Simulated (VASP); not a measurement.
# WS2 (e600) (P6_3/mmc) in VASP: single point with PBEsol

Aim: the single point of WS2 (e600) with PBEsol.

Program: VASP 6.6.1. These are calculated values, not measurements. Logs are shortened: lines on timing, memory, paths and dates and some standing lists are left out, and cuts for length are marked.

## 1. The cell of the first run

The structure is hexagonal, space group P6_3/mmc (No. 194). Conventional cell: a = 3.146 Å, b = 3.146 Å, c = 12.708 Å, α = 90.00°, β = 90.00°, γ = 120.00°. Within 3.2 Å of W (site symmetry -6m2) lie 6 S at 2.40 Å and 6 W at 3.15 Å. S (site symmetry 3m) has 3 W at 2.40 Å and 7 S at 3.14 to 3.15 Å within 3.2 Å.

## 2. Single point, PBEsol

INCAR

```
  PREC = Accurate
  ENCUT = 520
  EDIFF = 1E-6
  ISMEAR = 0
  SIGMA = 0.02
  LREAL = F
  LASPH = T
  NELM = 80
  ALGO = Normal
  ISIF = 2
  LWAVE = F
  LCHARG = T
  GGA = PS
  LELF = T
  LVHAR = T
  NBANDS = 35
```

KPOINTS

```
regular mesh
0
Gamma
  12 12 2
```

POSCAR

```
WS2
1.0
    3.1463183390      0.0000000029      0.0000000000
   -1.5731591720      2.7247916085      0.0000000000
    0.0000000000      0.0000000000     12.7077691426
W S
2 4
Direct
    0.3333333333      0.6666666667      0.2500000000
    0.6666666667      0.3333333333      0.7500000000
    0.3333333333      0.6666666667      0.6266423365
    0.6666666667      0.3333333333      0.1266423365
    0.3333333333      0.6666666667      0.8733576635
    0.6666666667      0.3333333333      0.3733576635
```

Potentials or basis: VASP PAW PBE potentials, release 64 (W_sv, S).

The run is started by

```
> cat potpaw_PBE.64/W_sv/POTCAR potpaw_PBE.64/S/POTCAR > POTCAR
> mpirun -np 1 vasp_std > vasp.out
```

OUTCAR:

```text
PREC = Accurate
   ENCUT = 520
   EDIFF = 1E-6
   ISMEAR = 0
   LREAL = F
   LASPH = T
   NELM = 80
   ISIF = 2
   GGA = PS

 ion  position               nearest neighbor table
   1  0.333  0.667  0.250-   4 2.40   6 2.40   4 2.40   6 2.40   4 2.40   6 2.40
   2  0.667  0.333  0.750-   3 2.40   5 2.40   3 2.40   5 2.40   3 2.40   5 2.40
   3  0.333  0.667  0.627-   2 2.40   2 2.40   2 2.40
   4  0.667  0.333  0.127-   1 2.40   1 2.40   1 2.40
   5  0.333  0.667  0.873-   2 2.40   2 2.40   2 2.40
   6  0.667  0.333  0.373-   1 2.40   1 2.40   1 2.40

  LATTYP: Found a hexagonal cell.
 ALAT       =     3.1463183390
 C/A-ratio  =     4.0389330555

  Lattice vectors:

 A1 = (   3.1463183390,   0.0000000029,   0.0000000000)
 A2 = (  -1.5731591720,   2.7247916085,   0.0000000000)
 A3 = (   0.0000000000,   0.0000000000,  12.7077691426)

Analysis of symmetry for initial positions (statically):
=====================================================================
 Subroutine PRICEL returns:
 Original cell was already a primitive cell.

 Routine SETGRP: Setting up the symmetry group for a
 hexagonal supercell.

 Subroutine GETGRP returns: Found 24 space group operations
 (whereof 12 operations were pure point group operations)
 out of a pool of 24 trial point group operations.

The static configuration has the point symmetry D_3d.
 The point group associated with its full space group is D_6h.

Analysis of symmetry for dynamics (positions and initial velocities):
=====================================================================
 Subroutine PRICEL returns:
 Original cell was already a primitive cell.

 Routine SETGRP: Setting up the symmetry group for a
 hexagonal supercell.

 Subroutine GETGRP returns: Found 24 space group operations
 (whereof 12 operations were pure point group operations)
 out of a pool of 24 trial point group operations.

The dynamic configuration has the point symmetry D_3d.
 The point group associated with its full space group is D_6h.

 Subroutine INISYM returns: Found 24 space group operations
 (whereof 12 operations are pure point group operations),
 and found     1 'primitive' translations

----------------------------------------------------------------------------------------

                                     Primitive cell

  volume of cell :     108.9445

  direct lattice vectors                    reciprocal lattice vectors
     3.146318339  0.000000003  0.000000000     0.317831793  0.183500272  0.000000000
    -1.573159172  2.724791608  0.000000000    -0.000000000  0.367000543  0.000000000
[... 98 lines left out ...]
   NFREE  =      0    steps in history (QN), initial steepest desc. (CG)
   ISIF   =      2    stress and relaxation
   ISYM   =      2    0-nonsym 1-usesym 2-fastsym
   POTIM  = 0.5000    time-step for ionic-motion
   TEBEG  =    0.0;   TEEND  =   0.0 temperature during run
   PSTRESS=    0.0 pullay stress
   NELECT =      52.0000    total number of electrons
   NUPDOWN=      -1.0000    fix difference up-down
   EMIN   =  10.00;   EMAX   =-10.00  energy-range for DOS
   EFERMI =   0.00;   METHOD = LEGACY
   ISMEAR =     0;   SIGMA  =   0.02  broadening in eV -4-tet -1-fermi 0-gaus
   EFERMI_NEDOS =   21; number of points for ismear=-14 and -15
   IALGO  =     38    algorithm
   IMIX   =      4    mixing-type and parameters
     AMIX     =   0.40;   BMIX     =  1.00
     AMIX_MAG =   1.60;   BMIX_MAG =  1.00
  volume/ion in A,a.u.               =      18.16       122.53
  Fermi-wavevector in a.u.,A,eV,Ry     =   1.279403  2.417722 22.271012  1.636873
  Thomas-Fermi vector in A             =   2.411891
   LORBIT       =      0    0 simple, 1 ext, 2 COOP (PROOUT), +10 PAW based schemes
   GGA     = PS    functional components
   LHFCALC =     F    Hartree Fock is set to
   AEXX    =    0.0000 exact exchange contribution
   IVDW    =     0    specifies the selected vdW correction
   LEPSILON=     F    determine dielectric tensor
   LRPA    =     F    only Hartree local field effects (RPA)
 non-spin polarized calculation
 Gauss-broadening in eV      SIGMA  =   0.02
  energy-cutoff  :      520.00
  volume of cell :      108.94
 maximum number of plane-waves:      2962
 NGX is ok and might be reduce to    24
   NGX = 11   NGY = 11   NGZ = 47

 number of electron      51.9999989 magnetization

 Free energy of the ion-electron system (eV)
  ---------------------------------------------------
  ext. energy  EPLUGINS =         0.00000000
  ---------------------------------------------------
  free energy    TOTEN  =       -50.55404055 eV

  energy without entropy =      -50.55404055  energy(sigma->0) =      -50.55404055

 E-fermi :   7.1424     XC(G=0): -10.9344

 val. band max:        6.9494305448   @ k =   0.0000   0.0000   0.0000
 cond. band min:       8.0692972889   @ k =   0.1667   0.1667   0.0000
 fundamental gap:      1.1198667441
 Fermi energy:         7.1424432112

 k-point     1 :       0.0000    0.0000    0.0000
  band No.  band energies     occupation
      1     -67.4686      2.00000
      2     -67.4685      2.00000
      3     -31.7464      2.00000
      4     -31.7463      2.00000
      5     -31.5525      2.00000
      6     -31.5525      2.00000
[... 901 lines left out ...]
     34      11.0348      0.00000
     35      13.0296      0.00000

 [... further k-points ...]

------------------------ aborting loop because EDIFF is reached ----------------------------------------

  FORCE on cell =-STRESS in cart. coord.  units (eV):
  Direction    XX          YY          ZZ          XY          YZ          ZX
  --------------------------------------------------------------------------------------
  -------------------------------------------------------------------------------------
  Total        0.0586007      0.0586007      0.0838197      0.0000000      0.0000000      0.0000000
  in kB        0.8618035      0.8618035      1.2326832      0.0000000      0.0000000      0.0000000
  external PRESSURE =       0.9854300 kB  Pullay stress =       0.0000000 kB

 VOLUME and BASIS-vectors are now :
 -----------------------------------------------------------------------------
  energy-cutoff  :      520.00
  volume of cell :      108.94
      direct lattice vectors                 reciprocal lattice vectors
     3.146318339  0.000000003  0.000000000     0.317831793  0.183500272  0.000000000
    -1.573159172  2.724791608  0.000000000    -0.000000000  0.367000543  0.000000000
     0.000000000  0.000000000 12.707769143     0.000000000  0.000000000  0.078692018

 POSITION                                       TOTAL-FORCE (eV/Angst)
 -----------------------------------------------------------------------------------
     -0.00000      1.81653      3.17694         0.000000     -0.000000      0.000000
      1.57316      0.90826      9.53083        -0.000000      0.000000      0.000000
     -0.00000      1.81653      7.96323        -0.000000     -0.000000     -0.019447
      1.57316      0.90826      1.60934        -0.000000      0.000000     -0.019447
     -0.00000      1.81653     11.09843         0.000000     -0.000000      0.019447
      1.57316      0.90826      4.74454        -0.000000     -0.000000      0.019447
 -----------------------------------------------------------------------------------
    total drift:                               -0.000000      0.000000     -0.000000

  FREE ENERGIE OF THE ION-ELECTRON SYSTEM (eV)
  ---------------------------------------------------
  free  energy   TOTEN  =       -50.5540405514 eV

  energy  without entropy=      -50.5540405514  energy(sigma->0) =      -50.55404055
```

OSZICAR:

```text
N       E                     dE             d eps       ncg     rms          rms(c)
DAV:   1     0.510866586767E+03    0.51087E+03   -0.28297E+04  2908   0.148E+03
DAV:   2    -0.198916816530E+02   -0.53076E+03   -0.51356E+03  3127   0.408E+02
DAV:   3    -0.523144896103E+02   -0.32423E+02   -0.31734E+02  3293   0.962E+01
DAV:   4    -0.531076114880E+02   -0.79312E+00   -0.78956E+00  3231   0.157E+01
DAV:   5    -0.531243099229E+02   -0.16698E-01   -0.16691E-01  3249   0.240E+00    0.397E+01
DAV:   6    -0.509296981176E+02    0.21946E+01   -0.72448E+00  3049   0.182E+01    0.166E+01
DAV:   7    -0.506934730361E+02    0.23623E+00   -0.24016E+00  2933   0.784E+00    0.646E+00
DAV:   8    -0.505560308816E+02    0.13744E+00   -0.38323E-01  3035   0.420E+00    0.204E+00
DAV:   9    -0.505568033530E+02   -0.77247E-03   -0.48691E-02  3276   0.111E+00    0.112E+00
DAV:  10    -0.505545526185E+02    0.22507E-02   -0.24748E-02  3161   0.102E+00    0.433E-01
DAV:  11    -0.505540390957E+02    0.51352E-03   -0.42036E-03  2903   0.398E-01    0.175E-01
DAV:  12    -0.505540222790E+02    0.16817E-04   -0.17354E-04  3030   0.780E-02    0.625E-02
DAV:  13    -0.505540376814E+02   -0.15402E-04   -0.22626E-05  3041   0.278E-02    0.435E-02
DAV:  14    -0.505540413364E+02   -0.36550E-05   -0.16669E-05  2756   0.230E-02    0.278E-02
DAV:  15    -0.505540405514E+02    0.78494E-06   -0.32748E-06  2498   0.127E-02
   1 F= -.50554041E+02 E0= -.50554041E+02  d E =-.139690E-44
```

It took 1.8 min on 1 thread of Intel Xeon Platinum 8375C at 2.90GHz (Ice Lake), shared host; peak memory 0.29 GiB.

Results:

```yaml
Free_energy: -50.5540 eV
Pressure: 0.1 GPa
Largest_force: 0.019 eV/Å
Band_gap_on_the_k_mesh: 1.12 eV, indirect (least direct gap 1.87 eV)
```

Forces in eV/Å, atoms in the order of the input:
```
W    0.000  0.000  0.000
W    0.000  0.000  0.000
S    0.000  0.000 -0.019
S    0.000  0.000 -0.019
S    0.000  0.000  0.019
S    0.000  0.000  0.019
```

Levels at points of the mesh, in eV from the valence-band top:
```csv
k point,band 24,band 25,band 26,band 27,band 28,band 29
"(0.00, 0.00, 0.00)",-1.65,-1.11,0.00,2.47,2.47,2.47
"(0.50, 0.00, 0.00)",-1.64,-1.57,-1.44,2.48,2.51,2.76
"(0.00, 0.00, 0.50)",-2.08,-0.33,-0.33,2.46,2.46,2.46
"(0.50, 0.00, 0.50)",-1.71,-1.50,-1.50,2.49,2.49,2.91
```

Caveat: the PAW data sets were made with another functional, which shifts forces and pressure a little; spin-orbit coupling is left out, which moves the levels of the heavy elements; this functional lacks dispersion, which binds the layers, so the pressure and a relaxed spacing across them are unreliable.
